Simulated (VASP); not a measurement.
Crystal: CuAu.

```
CELL_PARAMETERS angstrom
2.79188 0.00000 0.00000
0.00000 2.79188 0.00000
0.00000 0.00000 3.66027
ATOMIC_POSITIONS crystal
Au 0.00000 0.00000 0.00000
Cu 0.50000 0.50000 0.50000
```

This cell differs from its parent crystal: volume scaled by 0.98.

Base run:

```yaml
Program: VASP 6.6.1
Functional: LDA
Potentials_or_basis: VASP PAW LDA potentials, release 64 (Au, Cu)
Cutoff: 520 eV
k_mesh: 9 × 9 × 7
Occupations: fermi-dirac, width 0.05 eV
Spin: no spin polarisation
```

Its results: band gap on the k mesh zero (band 11 reaches 12.32 eV, above the bottom of band 12 at 6.78 eV); pressure -6.0 GPa.

Q: The run is repeated on the same cell with these changes: further incar settings from ALGO = Fast; EDIFF = 1e-06; NBANDS = 18 to ALGO = Normal; EDIFF = 1e-06; NBANDS = 18. What comes out?

A: Band gap on the k mesh zero (band 11 reaches 12.32 eV, above the bottom of band 12 at 6.78 eV); pressure -5.6 GPa.

Caveats: spin-orbit coupling is left out, which moves the levels of the heavy elements.
